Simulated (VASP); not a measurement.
Here is a VASP 6.6.1 calculation.

Contents of INCAR:

```
PREC = Accurate
ENCUT = 500
EDIFF = 1E-6
ISMEAR = 0
SIGMA = 0.05
LREAL = False
LASPH = True
NELM = 120
ALGO = Normal
ISIF = 2
LWAVE = False
LCHARG = False
GGA = PE
NBANDS = 17
GGA_COMPAT = False
```

KPOINTS

```
regular mesh
0
Gamma
  9 9 9
```

Contents of POSCAR:

```
TePb
1.0
    0.0000000000      3.2270013417      3.2270013417
    3.2270013417      0.0000000000      3.2270013417
    3.2270013417      3.2270013417      0.0000000000
Pb Te
1 1
Direct
    0.5000000000      0.5000000000      0.5000000000
    0.0000000000      0.0000000000      0.0000000000
```

Potentials or basis: VASP PAW PBE potentials, release 64 (Pb_d, Te).

Run with:

```sh
$ cat potpaw_PBE.64/Pb_d/POTCAR potpaw_PBE.64/Te/POTCAR > POTCAR
$ mpirun -np 1 vasp_std > vasp.out
```

Question: What does it give for the pressure?

Answer: 2.2 GPa.
